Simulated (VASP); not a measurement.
Wanted: the native input for a VASP 6.6.1 run.

```yaml
Task: single point
Functional: PBE
Potentials_or_basis: VASP PAW PBE potentials, release 64 (Mg, Sc_sv, Br)
Cutoff: 520 eV
k_mesh: 6 × 6 × 2
Occupations: gaussian, width 0.1 eV
Spin: no spin polarisation
Dipole_correction: no
Further_INCAR_settings: ALGO = Normal; EDIFF = 1e-06; NBANDS = 24
```

The structure of MgSc2Br lies in POSCAR:

```
MgSc2Br
1.0
    3.2712612375      0.0000000000      0.0000000000
    0.0000000000      3.2712612375      0.0000000000
    0.0000000000      0.0000000000      9.9045581101
Mg Sc Br
1 2 1
Direct
    0.0000000000      0.0000000000      0.5000000000
    0.5000000000      0.0000000000      0.7741036484
    0.0000000000      0.5000000000      0.2258963516
    0.5000000000      0.5000000000      0.0000000000
```

The cell was generated, and may not be a known phase.

The input as run:

INCAR

```
PREC = Accurate
ENCUT = 520
EDIFF = 1E-6
ISMEAR = 0
SIGMA = 0.1
LREAL = False
LASPH = True
NELM = 80
ALGO = Normal
ISIF = 2
LWAVE = False
LCHARG = True
GGA = PE
LELF = True
LVHAR = True
NBANDS = 24
```

KPOINTS

```
Automatic mesh
0
Gamma
  6 6 2
```

Potentials or basis: VASP PAW PBE potentials, release 64 (Mg, Sc_sv, Br).

The run is started by

```bash
$ cat potpaw_PBE.64/Mg/POTCAR potpaw_PBE.64/Sc_sv/POTCAR potpaw_PBE.64/Br/POTCAR > POTCAR
$ mpirun -np 1 vasp_std > vasp.out
```

It gave:

```json
{"Pressure": "0.0 GPa", "Largest force": "0.012 eV/Å", "Band gap on the k mesh": "zero (an odd number of electrons rules out a gap without spin polarisation)"}
```

Wall time 20 s on 1 thread of Intel(R) Xeon(R) 6975P-C (Granite Rapids), with other jobs on the host, peak memory 0.22 GiB.
